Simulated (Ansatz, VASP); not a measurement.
# Al3InSb4 in VASP and in Ansatz

```
Al In Sb
1.0
     4.47252    0.00000    0.00000
     0.00000    4.47252    0.00000
     0.00000    0.00000   12.64056
Al In Sb
3 1 4
Direct
  0.00000 0.00000 0.25753
  0.50000 0.50000 0.50000
  0.00000 0.00000 0.74247
  0.50000 0.50000 0.00000
  0.50000 0.00000 0.86220
  0.00000 0.50000 0.13780
  0.50000 0.00000 0.37882
  0.00000 0.50000 0.62118
```

Alike in both runs: functional PBE; k mesh 6 × 6 × 2; occupations gaussian, width 0.02 eV; no spin polarisation.

Ansatz relaxed the structure, and its values are those at the end. VASP's run is a single point on that final structure, the one shown.

```csv
,VASP,Ansatz
version,VASP 6.6.1,Ansatz 0.2.0
potentials or method,"VASP PAW PBE potentials, release 64 (Al, In_d, Sb), cutoff 520 eV","scalar-relativistic, plane waves, PAW"
valence electrons in the cell,42,82
```

```tsv
	VASP	Ansatz	Ansatz less VASP
gap on the k mesh at the Fermi level (eV)	0.73	0.72	-0.004
least direct gap on the mesh (eV)	0.73	0.72	-0.004
pressure (GPa)	0.1	0.0	-0.12
rms of the force components (eV/Å)	0.005	0.000	-0.0050
```

VASP's potentials hold 42 valence electrons a cell and Ansatz's 82, so a difference there can come from the potentials and not from the codes.

Neither program's run includes spin-orbit coupling.
